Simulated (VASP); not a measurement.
# Pt (I4/mmm) in VASP: further runs

The runs below take Pt through single point, with r2SCAN.

Everything below comes from runs of VASP 6.6.1. Logs are shortened: lines on timing, memory, paths and dates and some standing lists are left out, and cuts for length are marked.

## Step 1: The cell of the first run

The structure is tetragonal, space group I4/mmm (No. 139). The conventional cell has a = 3.233 Å, b = 3.233 Å, c = 3.139 Å, α = 90.00°, β = 90.00°, γ = 90.00°. Pt (site symmetry 4/mmm) has 14 Pt at 2.77 to 3.23 Å within 3.7 Å.

## Step 2: Single point, r2SCAN (strain +0.030 along x and y, +0.000 along z)

POSCAR reads:

```
Pt
1.0
   -1.6165709830      1.6165709830      1.5694863913
    1.6165709830     -1.6165709830      1.5694863913
    1.6165709830      1.6165709830     -1.5694863913
Pt
1
Direct
    0.0000000000      0.0000000000      0.0000000000
```

INCAR.step1 reads:

```
PREC = Accurate ; ENCUT = 520
ISMEAR = 0 ; SIGMA = 0.15
LREAL = False ; LASPH = True
NELM = 100 ; NBANDS = 11
GGA = PE ; ALGO = Normal
EDIFF = 1E-4 ; LWAVE = True
LCHARG = False
```

INCAR.step2 reads:

```
PREC = Accurate ; ENCUT = 520
EDIFF = 1E-6 ; ISMEAR = 0
SIGMA = 0.15 ; LREAL = False
LASPH = True ; NELM = 100
ALGO = Normal ; ISIF = 2
LWAVE = False ; LCHARG = False
METAGGA = R2SCAN ; LMIXTAU = True
NBANDS = 11 ; ISTART = 1
```

KPOINTS reads:

```
Automatic mesh
0
Gamma
  26 26 26
```

Potentials or basis: VASP PAW PBE potentials, release 64 (Pt).

The run is started by

```bash
> cat potpaw_PBE.64/Pt/POTCAR > POTCAR
> cp INCAR.step1 INCAR
> mpirun -np 1 vasp_std > vasp.out
> cp INCAR.step2 INCAR
> mpirun -np 1 vasp_std > vasp.out
```

OUTCAR:

```text
PREC = Accurate
   ENCUT = 520
   EDIFF = 1E-6
   ISMEAR = 0
   LREAL = False
   LASPH = True
   NELM = 100
   ISIF = 2
   METAGGA = R2SCAN
   ISTART = 1

 ion  position               nearest neighbor table
   1  0.000  0.000  0.000-

  LATTYP: Found a body centered tetragonal cell.
 ALAT       =     3.2331419660
 C/A-ratio  =     0.9708737864

  Lattice vectors:

 A1 = (  -1.6165709830,   1.6165709830,   1.5694863913)
 A2 = (   1.6165709830,  -1.6165709830,   1.5694863913)
 A3 = (   1.6165709830,   1.6165709830,  -1.5694863913)

Analysis of symmetry for initial positions (statically):
=====================================================================
 Subroutine PRICEL returns:
 Original cell was already a primitive cell.

 Routine SETGRP: Setting up the symmetry group for a
 body centered tetragonal supercell.

 Subroutine GETGRP returns: Found 16 space group operations
 (whereof 16 operations were pure point group operations)
 out of a pool of 16 trial point group operations.

The static configuration has the point symmetry D_4h.

Analysis of symmetry for dynamics (positions and initial velocities):
=====================================================================
 Subroutine PRICEL returns:
 Original cell was already a primitive cell.

 Routine SETGRP: Setting up the symmetry group for a
 body centered tetragonal supercell.

 Subroutine GETGRP returns: Found 16 space group operations
 (whereof 16 operations were pure point group operations)
 out of a pool of 16 trial point group operations.

The dynamic configuration has the point symmetry D_4h.

 Subroutine INISYM returns: Found 16 space group operations
 (whereof 16 operations are pure point group operations),
 and found     1 'primitive' translations

----------------------------------------------------------------------------------------

                                     Primitive cell

  volume of cell :      16.4062

  direct lattice vectors                    reciprocal lattice vectors
    -1.616570983  1.616570983  1.569486391     0.000000000  0.309296656  0.318575556
     1.616570983 -1.616570983  1.569486391     0.309296656  0.000000000  0.318575556
     1.616570983  1.616570983 -1.569486391     0.309296656  0.309296656  0.000000000

  length of vectors
     2.773065275  2.773065275  2.773065275     0.444021178  0.444021178  0.437411526

  position of ions in fractional coordinates (direct lattice)
     0.000000000  0.000000000  0.000000000

  ion indices of the primitive-cell ions
   primitive index   ion index
                 1           1

----------------------------------------------------------------------------------------

 KPOINTS: Automatic mesh

Automatic generation of k-mesh.
 Grid dimensions read from file:
 generate k-points for:   26   26   26

 Generating k-lattice:

  Cartesian coordinates                     Fractional coordinates (reciprocal lattice)
     0.000000000  0.011896025  0.012252906     0.038461538 -0.000000000  0.000000000
     0.011896025  0.000000000  0.012252906    -0.000000000  0.038461538  0.000000000
     0.011896025  0.011896025  0.000000000     0.000000000  0.000000000  0.038461538

  Length of vectors
     0.017077738  0.017077738  0.016823520

  Shift w.r.t. Gamma in fractional coordinates (k-lattice)
     0.000000000  0.000000000  0.000000000

 Subroutine IBZKPT returns following result:
 ===========================================

 Found   1330 irreducible k-points:

 Following reciprocal coordinates:
            Coordinates               Weight
  0.000000  0.000000  0.000000      1.000000
  0.038462 -0.000000  0.000000      8.000000
  0.076923 -0.000000  0.000000      8.000000
  0.115385 -0.000000  0.000000      8.000000
  0.153846 -0.000000  0.000000      8.000000
  0.192308 -0.000000  0.000000      8.000000
[... 16 lines left out ...]
  0.346154  0.038462 -0.000000     16.000000
  0.384615  0.038462  0.000000     16.000000
 [... further k-points ...]
   k-points           NKPTS =   1330   k-points in BZ     NKDIM =   1330   number of bands    NBANDS=     11
   number of dos      NEDOS =    301   number of ions     NIONS =      1
   total plane-waves  NPLWV =  13824
   dimension x,y,z NGX =    24 NGY =   24 NGZ =   24
   dimension x,y,z NGXF=    48 NGYF=   48 NGZF=   48
   ions per type =               1
   NGX,Y,Z   is equivalent  to a cutoff of  14.39, 14.39, 14.39 a.u.
   NGXF,Y,Z  is equivalent  to a cutoff of  28.78, 28.78, 28.78 a.u.
 SYSTEM =  unknown system
   PREC   = accura    normal or accurate (medium, high low for compatibility)
   ISTART =      1    job   : 0-new  1-cont  2-samecut
   ICHARG =      0    charge: 1-file 2-atom 10-const
   ISPIN  =      1    spin polarized calculation?
   LNONCOLLINEAR =      F non collinear calculations
   LSORBIT =      F    spin-orbit coupling
   LASPH  =      T    aspherical Exc in radial PAW
   ENCUT  =  520.0 eV  38.22 Ry    6.18 a.u.   5.16  5.16  5.16*2*pi/ulx,y,z
   NELM   =    100;   NELMIN=  2; NELMDL=  0     # of ELM steps
   EDIFF  = 0.1E-05   stopping-criterion for ELM
   LREAL  =      F    real-space projection
   EDIFFG = 0.1E-04   stopping-criterion for IOM
   NSW    =      0    number of steps for IOM
   IBRION =     -1    ionic relax: 0-MD 1-quasi-New 2-CG
   NFREE  =      0    steps in history (QN), initial steepest desc. (CG)
   ISIF   =      2    stress and relaxation
   ISYM   =      2    0-nonsym 1-usesym 2-fastsym
   POTIM  = 0.5000    time-step for ionic-motion
   TEBEG  =    0.0;   TEEND  =   0.0 temperature during run
   PSTRESS=    0.0 pullay stress
   NELECT =      10.0000    total number of electrons
   NUPDOWN=      -1.0000    fix difference up-down
   EMIN   =  10.00;   EMAX   =-10.00  energy-range for DOS
   EFERMI =   0.00;   METHOD = LEGACY
   ISMEAR =     0;   SIGMA  =   0.15  broadening in eV -4-tet -1-fermi 0-gaus
   EFERMI_NEDOS =   21; number of points for ismear=-14 and -15
   IALGO  =     38    algorithm
   IMIX   =      4    mixing-type and parameters
     AMIX     =   0.40;   BMIX     =  1.00
     AMIX_MAG =   1.60;   BMIX_MAG =  1.00
  volume/ion in A,a.u.               =      16.41       110.71
  Fermi-wavevector in a.u.,A,eV,Ry     =   1.388052  2.623038 26.214194  1.926689
  Thomas-Fermi vector in A             =   2.512215
   LORBIT       =      0    0 simple, 1 ext, 2 COOP (PROOUT), +10 PAW based schemes
   METAGGA = R2SCAN    functional components
   LHFCALC =     F    Hartree Fock is set to
   AEXX    =    0.0000 exact exchange contribution
   IVDW    =     0    specifies the selected vdW correction
   LEPSILON=     F    determine dielectric tensor
   LRPA    =     F    only Hartree local field effects (RPA)
 non-spin polarized calculation
 Gauss-broadening in eV      SIGMA  =   0.15
  energy-cutoff  :      520.00
  volume of cell :       16.41
 maximum number of plane-waves:       458
 NGX is ok and might be reduce to    24
   NGX = 11   NGY = 11   NGZ = 11

 number of electron      10.0000000 magnetization

 Free energy of the ion-electron system (eV)
  ---------------------------------------------------
  ext. energy  EPLUGINS =         0.00000000
  ---------------------------------------------------
  free energy    TOTEN  =       -51.38045036 eV

  energy without entropy =      -51.37069533  energy(sigma->0) =      -51.37557285

 E-fermi :   9.3225     XC(G=0): -14.0091

 val. band max:        9.3212866171   @ k =  -0.2692  -0.4615   0.1154
 cond. band min:       9.3238148891   @ k =  -0.4231   0.5000   0.3846
 fundamental gap:      0.0025282720
 Fermi energy:         9.3225430203

 k-point     1 :       0.0000    0.0000    0.0000
  band No.  band energies     occupation
      1      -0.0303      2.00000
      2       5.7438      2.00000
      3       5.9854      2.00000
      4       5.9854      2.00000
      5       8.0986      2.00000
      6       8.3993      2.00000
      7      27.1985      0.00000
      8      27.1985      0.00000
      9      27.8076      0.00000
     10      36.7819      0.00000
     11      36.7819      0.00000

 k-point     2 :       0.0385   -0.0000    0.0000
  band No.  band energies     occupation
      1       0.0312      2.00000
      2       5.7525      2.00000
      3       5.9849      2.00000
      4       6.0006      2.00000
      5       8.0952      2.00000
      6       8.3761      2.00000
      7      27.2422      0.00000
      8      27.2865      0.00000
      9      27.8286      0.00000
     10      35.6835      0.00000
     11      36.5774      0.00000

 k-point     3 :       0.0769   -0.0000    0.0000
  band No.  band energies     occupation
      1       0.2135      2.00000
      2       5.7318      2.00000
      3       5.9813      2.00000
      4       6.0943      2.00000
      5       8.0802      2.00000
      6       8.3206      2.00000
      7      27.3482      0.00000
      8      27.5472      0.00000
      9      27.8598      0.00000
     10      34.4355      0.00000
     11      35.3048      0.00000

 k-point     4 :       0.1154   -0.0000    0.0000
  band No.  band energies     occupation
      1       0.5093      2.00000
      2       5.6451      2.00000
      3       5.9701      2.00000
      4       6.3056      2.00000
      5       8.0406      2.00000
      6       8.2708      2.00000
      7      27.4345      0.00000
      8      27.7929      0.00000
      9      27.9710      0.00000
     10      33.3935      0.00000
     11      34.0085      0.00000
[... 239 lines left out ...]
 k-point    22 :       0.3077    0.0385    0.0000
  band No.  band energies     occupation
      1       2.8288      2.00000
      2       4.7905      2.00000
      3       6.6156      2.00000
      4       8.0397      2.00000
      5       8.5088      2.00000
      6       8.8917      1.99995
      7      20.9819      0.00000
      8      24.7706      0.00000
      9      28.0599      0.00000
     10      32.1795      0.00000
     11      33.3178      0.00000

 k-point    23 :       0.3462    0.0385   -0.0000
  band No.  band energies     occupation
      1       2.9475      2.00000
      2       4.6612      2.00000
      3       7.2199      2.00000
      4       8.1859      2.00000
      5       8.5803      2.00000
      6       9.4424      0.25847
      7      19.3416      0.00000
      8      24.1955      0.00000
      9      27.0363      0.00000
     10      32.9970      0.00000
     11      33.6326      0.00000

 k-point    24 :       0.3846    0.0385    0.0000
  band No.  band energies     occupation
      1       2.9746      2.00000
      2       4.5595      2.00000
      3       7.7501      2.00000
      4       8.4440      2.00000
      5       8.7171      2.00000
      6       9.9555      0.00000
      7      17.8277      0.00000
      8      23.7421      0.00000
      9      26.1769      0.00000
     10      33.6290      0.00000
     11      34.0157      0.00000

 [... further k-points ...]
[... 5 lines left out ...]
  --------------------------------------------------------------------------------------
  -------------------------------------------------------------------------------------
  Total       -1.2052899     -1.2052899     -1.4489111      0.0000000      0.0000000     -0.0000000
  in kB     -117.7050189   -117.7050189   -141.4963415      0.0000000      0.0000000     -0.0000000
  external PRESSURE =    -125.6354597 kB  Pullay stress =       0.0000000 kB

 VOLUME and BASIS-vectors are now :
 -----------------------------------------------------------------------------
  energy-cutoff  :      520.00
  volume of cell :       16.41
      direct lattice vectors                 reciprocal lattice vectors
    -1.616570983  1.616570983  1.569486391     0.000000000  0.309296656  0.318575556
     1.616570983 -1.616570983  1.569486391     0.309296656  0.000000000  0.318575556
     1.616570983  1.616570983 -1.569486391     0.309296656  0.309296656  0.000000000

 POSITION                                       TOTAL-FORCE (eV/Angst)
 -----------------------------------------------------------------------------------
      0.00000      0.00000      0.00000        -0.000000      0.000000      0.000000
 -----------------------------------------------------------------------------------
    total drift:                               -0.000000     -0.000000      0.000000

  FREE ENERGIE OF THE ION-ELECTRON SYSTEM (eV)
  ---------------------------------------------------
  free  energy   TOTEN  =       -51.3804503599 eV

  energy  without entropy=      -51.3706953316  energy(sigma->0) =      -51.37557285
```

Run time: 18 min. Hardware: 1 thread of Oxide Virtual Turin-like, shared host; peak memory 0.32 GiB.

Results:

| Quantity | Value |
| --- | --- |
| Free energy | -51.3805 eV |
| Pressure | -12.6 GPa |
| Band gap on the k mesh | zero (band 5 reaches 10.32 eV, above the bottom of band 6 at 8.14 eV) |

Levels at points of the mesh, in eV from the Fermi level:
| k point | band 1 | band 2 | band 3 | band 4 | band 5 | band 6 | band 7 | band 8 | band 9 | band 10 |
| --- | --- | --- | --- | --- | --- | --- | --- | --- | --- | --- |
| (0.00, 0.00, 0.00) | -9.35 | -3.58 | -3.34 | -3.34 | -1.22 | -0.92 | 17.88 | 17.88 | 18.49 | 27.46 |
| (0.50, 0.00, 0.00) | -6.41 | -4.89 | -1.18 | -0.68 | 0.63 | 1.01 | 6.36 | 13.92 | 16.01 | 25.02 |
| (0.50, 0.50, 0.00) | -6.45 | -4.62 | -1.44 | -0.87 | 0.45 | 0.96 | 6.10 | 14.29 | 16.75 | 24.52 |
| (0.50, 0.50, 0.50) | -5.95 | -5.95 | 0.46 | 0.46 | 0.56 | 7.69 | 7.69 | 8.63 | 12.82 | 19.00 |

Caveat: the cell differs from its parent crystal (strain +0.030 along x and y, +0.000 along z); the PAW data sets were made with another functional, which shifts forces and pressure a little; spin-orbit coupling is left out, which moves the levels of the heavy elements.

(Continued in part 2 of 2.)
